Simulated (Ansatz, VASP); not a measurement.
# C11O in VASP and in Ansatz

```xyz
12
Lattice="3.6473 0.0000 0.0000 -1.6659 3.9310 0.0000 0.0000 0.0000 23.1810" Properties=species:S:1:pos:R:3 pbc="T T T"
C     1.2689    1.3106    4.0000
C     0.7125    2.6204    4.0000
C     0.4360    3.2761    5.2325
C     1.5455    0.6549    5.2325
C     1.2651    1.3181    6.4645
C     0.7163    2.6129    6.4645
C     0.4304    3.2889    7.7020
C     1.5511    0.6421    7.7020
C     1.2324    1.3933    8.8310
C     0.7491    2.5377    8.8310
C     1.2324    1.3933   13.1810
O     1.2324    1.3933   12.0310
```

Alike in both runs: task single point; functional PBE; dispersion D3(BJ); k mesh 8 × 7 × 1; occupations gaussian, width 0.05 eV; no spin polarisation.

|  | VASP | Ansatz |
| --- | --- | --- |
| version | VASP 6.6.1 | Ansatz 0.2.0 |
| potentials or method | VASP PAW PBE potentials, release 64 (C, O), cutoff 520 eV | scalar-relativistic, plane waves, PAW |
| valence electrons in the cell | 50 | 50 |

Ansatz gave:

| Quantity | Value |
| --- | --- |
| gap on the k mesh at the Fermi level (eV) | none |
| rms of the force components (eV/Å) | 1.671 |
| work function, face that differs most (eV) | 5.86 |

Task: What did VASP give for the same quantities?

Result: gap on the k mesh at the Fermi level (eV): none; rms of the force components (eV/Å): 1.634; work function, face that differs most (eV): 5.81.

A gap of «none» marks a metal or a gap that the smearing closes.

Noted on VASP's run: the standard files for N, O and F lose accuracy on very short bonds.
